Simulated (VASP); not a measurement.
A run of VASP 6.6.1 is set up as follows.

The input POSCAR:

```
Te2Mo
1.0
    3.5612561764      0.0000000000      0.0000000000
   -1.7806280882      3.0841383181      0.0000000000
    0.0000000000      0.0000000000     17.5238001931
Te Mo
2 1
Direct
    0.3333333333      0.6666666667      0.8979077081
    0.3333333333      0.6666666667      0.1020922919
    0.0000000000      0.0000000000      0.0000000000
```

The input INCAR.step1:

```
SYSTEM = Te2Mo
ALGO = Normal
EDIFF = 1E-4
ENCUT = 520
GGA = PE
ISMEAR = 0
LASPH = .TRUE.
LCHARG = .FALSE.
LREAL = .FALSE.
LWAVE = .TRUE.
NBANDS = 20
NELM = 60
PREC = Accurate
SIGMA = 0.05
```

INCAR.step2

```
SYSTEM = Te2Mo
ALGO = Normal
EDIFF = 1E-6
ENCUT = 520
ISIF = 2
ISMEAR = 0
ISTART = 1
LASPH = .TRUE.
LCHARG = .FALSE.
LMIXTAU = .TRUE.
LREAL = .FALSE.
LWAVE = .FALSE.
METAGGA = R2SCAN
NBANDS = 20
NELM = 60
PREC = Accurate
SIGMA = 0.05
```

File KPOINTS:

```
k-points
0
G
  12 12 2
  0 0 0
```

Potentials or basis: VASP PAW PBE potentials, release 64 (Te, Mo_sv).

The run is started by

```console
$ cat potpaw_PBE.64/Te/POTCAR potpaw_PBE.64/Mo_sv/POTCAR > POTCAR
$ cp INCAR.step1 INCAR
$ mpirun -np 1 vasp_std > vasp.out
$ cp INCAR.step2 INCAR
$ mpirun -np 1 vasp_std > vasp.out
```

**Question.** Estimate the largest force.

**Answer.** 0.027 eV/Å.

**Question.** Predict the band gap on the k mesh.

**Answer.** 1.12 eV, direct.

Forces on the atoms (eV/Å):
```
Te   0.000  0.000 -0.027
Te   0.000  0.000  0.027
Mo   0.000  0.000  0.000
```

Caveat: the PAW data sets were made with another functional, which shifts forces and pressure a little; spin-orbit coupling is left out, which moves the levels of the heavy elements.
